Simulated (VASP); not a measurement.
# S (Im-3m) in VASP: further runs, part 2 of 2

VASP 6.6.1.

## (4) Relaxation of cell and atoms, PBE+D4, target pressure 20 GPa, at which the enthalpy is minimised

The input, INCAR:

```
PREC = Accurate
ENCUT = 600
EDIFF = 1E-6
ISMEAR = -1
SIGMA = 0.05
LREAL = F
LASPH = T
NELM = 60
ALGO = Normal
ISIF = 3
LWAVE = F
LCHARG = F
GGA = PE
IVDW = 13
IBRION = 2
NSW = 80
EDIFFG = -0.03
PSTRESS = 200.0
```

The input, KPOINTS:

```
Automatic mesh
0
Gamma
  18 18 18
```

The input, POSCAR:

```
S
1.0
    1.6650000000      1.6650000000      1.6650000000
   -1.6650000000      1.6650000000      1.6650000000
   -1.6650000000     -1.6650000000      1.6650000000
S
1
Direct
    0.0000000000      0.0000000000      0.0000000000
```

Potentials or basis: VASP PAW PBE potentials, release 64 (S).

Command:

```console
> cat potpaw_PBE.64/S/POTCAR > POTCAR
> mpirun -np 1 vasp_std > vasp.out
```

OUTCAR:

```text
PREC = Accurate
   ENCUT = 600
   EDIFF = 1E-6
   ISMEAR = -1
   LREAL = F
   LASPH = T
   NELM = 60
   ISIF = 3
   GGA = PE
   IVDW = 13
   IBRION = 2
   NSW = 80
   EDIFFG = -0.03
   PSTRESS = 200.0

 ion  position               nearest neighbor table
   1  0.000  0.000  0.000-

  LATTYP: Found a body centered cubic cell.
 ALAT       =     3.3300000000

  Lattice vectors:

 A1 = (   1.6650000000,  -1.6650000000,  -1.6650000000)
 A2 = (   1.6650000000,   1.6650000000,   1.6650000000)
 A3 = (  -1.6650000000,  -1.6650000000,   1.6650000000)

Analysis of symmetry for initial positions (statically):
=====================================================================
 Subroutine PRICEL returns:
 Original cell was already a primitive cell.

 Routine SETGRP: Setting up the symmetry group for a
 body centered cubic supercell.

 Subroutine GETGRP returns: Found 48 space group operations
 (whereof 48 operations were pure point group operations)
 out of a pool of 48 trial point group operations.

The static configuration has the point symmetry O_h .

Analysis of symmetry for dynamics (positions and initial velocities):
=====================================================================
 Subroutine PRICEL returns:
 Original cell was already a primitive cell.

 Routine SETGRP: Setting up the symmetry group for a
 body centered cubic supercell.

 Subroutine GETGRP returns: Found 48 space group operations
 (whereof 48 operations were pure point group operations)
 out of a pool of 48 trial point group operations.

The dynamic configuration has the point symmetry O_h .

 Subroutine INISYM returns: Found 48 space group operations
 (whereof 48 operations are pure point group operations),
 and found     1 'primitive' translations

----------------------------------------------------------------------------------------

                                     Primitive cell

  volume of cell :      18.4630

  direct lattice vectors                    reciprocal lattice vectors
     1.665000000  1.665000000  1.665000000     0.300300300  0.000000000  0.300300300
[... 85 lines left out ...]
   LREAL  =      F    real-space projection
   EDIFFG = -.3E-01   stopping-criterion for IOM
   NSW    =     80    number of steps for IOM
   IBRION =      2    ionic relax: 0-MD 1-quasi-New 2-CG
   NFREE  =      1    steps in history (QN), initial steepest desc. (CG)
   ISIF   =      3    stress and relaxation
   ISYM   =      2    0-nonsym 1-usesym 2-fastsym
   POTIM  = 0.5000    time-step for ionic-motion
   TEBEG  =    0.0;   TEEND  =   0.0 temperature during run
   PSTRESS=  200.0 pullay stress
   NELECT =       6.0000    total number of electrons
   NUPDOWN=      -1.0000    fix difference up-down
   EMIN   =  10.00;   EMAX   =-10.00  energy-range for DOS
   EFERMI =   0.00;   METHOD = LEGACY
   ISMEAR =    -1;   SIGMA  =   0.05  broadening in eV -4-tet -1-fermi 0-gaus
   EFERMI_NEDOS =   21; number of points for ismear=-14 and -15
   IALGO  =     38    algorithm
   IMIX   =      4    mixing-type and parameters
     AMIX     =   0.40;   BMIX     =  1.00
     AMIX_MAG =   1.60;   BMIX_MAG =  1.00
  volume/ion in A,a.u.               =      18.46       124.59
  Fermi-wavevector in a.u.,A,eV,Ry     =   1.125532  2.126946 17.236150  1.266821
  Thomas-Fermi vector in A             =   2.262209
   LORBIT       =      0    0 simple, 1 ext, 2 COOP (PROOUT), +10 PAW based schemes
   GGA     = PE    functional components
   LHFCALC =     F    Hartree Fock is set to
   AEXX    =    0.0000 exact exchange contribution
   IVDW    =    13    specifies the selected vdW correction
   LEPSILON=     F    determine dielectric tensor
   LRPA    =     F    only Hartree local field effects (RPA)
 conjugate gradient relaxation of ions
 non-spin polarized calculation
  energy-cutoff  :      600.00
  volume of cell :       18.46
 maximum number of plane-waves:       632
   NGX = 11   NGY = 11   NGZ = 11

--------------------------------------- Ionic step        1  -------------------------------------------

 number of electron       6.0000001 magnetization

 Free energy of the ion-electron system (eV)
  ---------------------------------------------------
  ext. energy  EPLUGINS =         0.00000000
  ---------------------------------------------------
  free energy    TOTEN  =        -2.91598848 eV

  energy without entropy =       -2.91014884  energy(sigma->0) =       -2.91306866

 E-fermi :   5.4729     XC(G=0): -10.4341

 val. band max:        5.4642314148   @ k =   0.3889   0.0556   0.0556
 cond. band min:       5.4843307794   @ k =   0.1111  -0.3889   0.1111
 fundamental gap:      0.0200993647
 Fermi energy:         5.4728716648

 k-point     1 :       0.0000    0.0000    0.0000
  band No.  band energies     occupation
      1      -9.9274      2.00000
      2       7.8196      0.00000
      3       7.8196      0.00000
      4       7.8196      0.00000
      5      17.6461      0.00000
      6      17.6467      0.00000
      7      17.6467      0.00000
[... 352 lines left out ...]
--------------------------------------- Ionic step        4  -------------------------------------------

 number of electron       5.9999999 magnetization

 Free energy of the ion-electron system (eV)
  ---------------------------------------------------
  ext. energy  EPLUGINS =         0.00000000
  ---------------------------------------------------
  free energy    TOTEN  =        -2.82258630 eV

  energy without entropy =       -2.81831020  energy(sigma->0) =       -2.82044825

 E-fermi :  10.8659     XC(G=0): -12.1573

 val. band max:       10.8619708215   @ k =  -0.4444   0.3333   0.2222
 cond. band min:      10.8784663665   @ k =   0.2222  -0.4444   0.0556
 fundamental gap:      0.0164955449
 Fermi energy:        10.8659289767

 k-point     1 :       0.0000    0.0000    0.0000
  band No.  band energies     occupation
      1      -8.3066      2.00000
      2      15.1718      0.00000
      3      15.1718      0.00000
      4      15.1718      0.00000
      5      23.2259      0.00000
      6      23.2259      0.00000
      7      23.2259      0.00000
[... 266 lines left out ...]
  energy  without entropy=       -3.3036059341  energy(sigma->0) =       -3.30574399

  enthalpy is  TOTEN    =        -1.6962771106 eV   P V=        1.6116049262

 reached required accuracy - stopping structural energy minimisation
```

CONTCAR:

```text
S
   1.00000000000000
     1.4778365176956525    1.4778365176956525    1.4778365176956525
    -1.4778365176956525    1.4778365176956525    1.4778365176956525
    -1.4778365176956525   -1.4778365176956525    1.4778365176956525
  S
     1
Direct
     0.0000000000000000    1.0000000000000000    1.0000000000000000

  0.00000000E+00  0.00000000E+00  0.00000000E+00
```

It took 29 s on 1 thread of AMD EPYC 9R45 (Zen 5), shared host; peak memory 0.12 GiB.

What came out:

- Free energy: -3.3079 eV
- Relaxed volume: 12.91 Å³/atom
- Relaxed cell: a = 2.560 Å, b = 2.560 Å, c = 2.560 Å, α = 70.53°, β = 109.47°, γ = 70.53°
- Space group after relaxing (to 0.05 Å): Im-3m (No. 229)
- Energy change on relaxing (the enthalpy is what falls): -40.8 meV/atom
- Ionic steps: 4
- Pressure after relaxing: 19.7 GPa
- Band gap on the k mesh: zero (band 3 reaches 15.17 eV, above the bottom of band 4 at 6.14 eV)
- Dispersion energy per atom: -0.485 eV

The path:
```
step  energy change (eV)  largest force (eV/Å)  pressure (GPa)  volume (Å³)
   1              0.0000                0.0000          -12.22        18.46
   2              0.7098                0.0000           78.98        10.21
   3             -0.0528                0.0000           18.40        13.01
   4             -0.0408                0.0000           19.70        12.91
```

Final structure:
```yaml
crystal:
  lattice:
    - [1.47784, 1.47784, 1.47784]
    - [-1.47784, 1.47784, 1.47784]
    - [-1.47784, -1.47784, 1.47784]
  atoms:
    - { symbol: S, position: [0.00000, 0.00000, 0.00000] }
```

Levels at points of the mesh, in eV from the Fermi level:
| k point | band 1 | band 2 | band 3 | band 4 | band 5 | band 6 | band 7 |
| --- | --- | --- | --- | --- | --- | --- | --- |
| (0.00, 0.00, 0.00) | -19.17 | 4.31 | 4.31 | 4.31 | 12.36 | 12.36 | 12.36 |
| (0.50, 0.00, 0.00) | -13.22 | -9.35 | 0.18 | 3.00 | 7.71 | 7.72 | 19.58 |
| (0.50, 0.50, 0.50) | -8.51 | -4.43 | -4.43 | -4.43 | 2.70 | 2.70 | 24.11 |

Caveat: the cell is relaxed towards a set pressure, so the enthalpy falls and the energy may rise; the volume moved by over 15 % at a fixed basis, so the end points are rough; pairwise dispersion overbinds metals, which lowers pressure and volume.

## (5) The runs side by side

| cell | gap on the mesh (eV) | pressure (GPa) |
| --- | --- | --- |
| relaxed to 5 GPa | none | 5.1 |
| relaxed to 10 GPa | none | 10.0 |
| relaxed to 20 GPa | none | 19.7 |

Alike in all rows: task relaxation of cell and atoms; level PBE+D4; potentials or basis VASP PAW PBE potentials, release 64 (S); no spin polarisation; k mesh 18 × 18 × 18; cutoff (eV) 600; smearing fermi-dirac 0.05 eV.

Caveats: the cell is relaxed towards a set pressure, so the enthalpy falls and the energy may rise; the volume moved by over 15 % at a fixed basis, so the end points are rough; pairwise dispersion overbinds metals, which lowers pressure and volume.

Total energies depend on the potentials used, so only differences within one code and one set of settings carry meaning.
